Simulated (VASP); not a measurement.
Runs of VASP 6.6.1 on TiN. The structure is that of space group Fm-3m (No. 225), or close to it. The cells are those of the table. 

```tsv
task	cell	k mesh	cutoff (eV)	smearing	gap on the mesh (eV)	pressure (GPa)	relaxed volume (Å³/atom)
single point	a = 2.994 Å, angles 60.0°, 2 atoms	18 × 18 × 18	520	fermi-dirac 0.15 eV	none	1.5	-
relaxation of cell and atoms	relaxed from a = 2.997 Å, angles 60.0°, 2 atoms	18 × 18 × 18	600	gaussian 0.1 eV	none	0.0	9.53
single point	a = 2.997 Å, angles 60.0°, 2 atoms	8 × 8 × 8	520	gaussian 0.1 eV	none	(a)	-
single point	a = 2.993 Å, angles 60.0°, 2 atoms	18 × 18 × 18	520	gaussian 0.1 eV	none	1.5	-
relaxation of cell and atoms	relaxed from a = 2.993 Å, angles 60.0°, 2 atoms	18 × 18 × 18	600	fermi-dirac 0.15 eV	none	0.0	9.54
```

Alike in all rows: level r2SCAN; potentials or basis VASP PAW PBE potentials, release 64 (Ti_sv, N); no spin polarisation.

Fill in the values left out.

(a) 0.6.

Caveats: the PAW data sets were made with another functional, which shifts forces and pressure a little.

A gap of «none» marks levels without a gap at the run's occupations.
